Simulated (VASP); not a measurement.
ZnSe5:

```
Zn Se
1.0
     0.00000    4.23112    4.23112
     4.23112    0.00000    4.23112
     4.23112    4.23112    0.00000
Zn Se
1 5
Direct
  0.00000 0.00000 0.00000
  0.37500 0.37500 0.87500
  0.37500 0.87500 0.37500
  0.87500 0.37500 0.37500
  0.37500 0.37500 0.37500
  0.75000 0.75000 0.75000
```

The cell was generated, and may not be a known phase.

| Item | Value |
| --- | --- |
| Program | VASP 6.6.1 |
| Task | relaxation of cell and atoms |
| Functional | PBE |
| Potentials or basis | VASP PAW PBE potentials, release 64 (Zn, Se) |
| Cutoff | 600 eV |
| k mesh | 4 × 4 × 4 |
| Occupations | gaussian, width 0.1 eV |
| Spin | no spin polarisation |

At the start: pressure -5.0 GPa; volume 25.25 Å³/atom.

How do energy, volume and symmetry change on relaxing?

Over 3 steps the energy falls by 54.4 meV/atom and the volume is 22.22 Å³/atom (-12.0 %); space group F-43m (No. 216, to 0.1 Å) before and after.

The path:
```
step  energy change (eV)  largest force (eV/Å)  pressure (GPa)  volume (Å³)
   1              0.0000                0.0092           -5.05       151.49
   2             -0.3233                0.0209           -0.57       134.71
   3             -0.3261                0.0227           -0.03       133.29
```

Final structure:
```cif
data_structure
_symmetry_space_group_name_H-M 'P 1'
_symmetry_Int_Tables_number 1
_cell_length_a 5.7338
_cell_length_b 5.7338
_cell_length_c 5.7338
_cell_angle_alpha 60.000
_cell_angle_beta 60.000
_cell_angle_gamma 60.000
_cell_volume 133.29
loop_
_atom_site_label
_atom_site_type_symbol
_atom_site_fract_x
_atom_site_fract_y
_atom_site_fract_z
_atom_site_occupancy
Zn1 Zn 0.00000 0.00000 0.00000 1
Se1 Se 0.37497 0.37497 0.87510 1
Se2 Se 0.37497 0.87510 0.37497 1
Se3 Se 0.87510 0.37497 0.37497 1
Se4 Se 0.37497 0.37497 0.37497 1
Se5 Se 0.75000 0.75000 0.75000 1
```
